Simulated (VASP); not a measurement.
Set up this calculation in VASP 6.6.1, as the native input.

| Property | Result |
| --- | --- |
| Task | single point |
| Functional | PBE |
| Potentials or basis | VASP PAW PBE potentials, release 64 (Ga_d, N) |
| Cutoff | 520 eV |
| k mesh | 8 × 8 × 6 |
| Occupations | gaussian, width 0.02 eV |
| Spin | no spin polarisation |
| Dipole correction | no |
| Further INCAR settings | ALGO = Normal; EDIFF = 1e-06; NBANDS = 26 |

The structure of GaN lies in POSCAR:

```
GaN
1.0
    2.2401249166      2.2401249166      0.0000000000
   -2.2401249166      2.2401249166      0.0000000000
    0.0000000000      0.0000000000      4.5894132809
Ga N
2 2
Direct
    0.0000000000      0.0000000000      0.0000000000
    0.5000000000      0.5000000000      0.5000000000
    0.5000000000      0.0000000000      0.2500000000
    0.0000000000      0.5000000000      0.7500000000
```

This cell differs from its parent crystal: biaxial strain in the a-b plane: -1.5 %.

The input as run:

INCAR

```
PREC = Accurate
ENCUT = 520
EDIFF = 1E-6
ISMEAR = 0
SIGMA = 0.02
LREAL = F
LASPH = T
NELM = 100
ALGO = Normal
ISIF = 2
LWAVE = F
LCHARG = T
GGA = PE
LELF = T
LVHAR = T
NBANDS = 26
```

KPOINTS

```
Automatic mesh
0
Gamma
  8 8 6
```

Potentials or basis: VASP PAW PBE potentials, release 64 (Ga_d, N).

Command:

```sh
$ cat potpaw_PBE.64/Ga_d/POTCAR potpaw_PBE.64/N/POTCAR > POTCAR
$ mpirun -np 1 vasp_std > vasp.out
```

It gave:

The pressure is 3.9 GPa and the band gap on the k mesh is 1.64 eV.

Caveat: the cell differs from its parent crystal (biaxial strain in the a-b plane: -1.5 %).

Run time: 54 s on 1 thread of AMD EPYC 7R43 64-Core Processor (Zen 3) (shared host), peak memory 0.16 GiB.
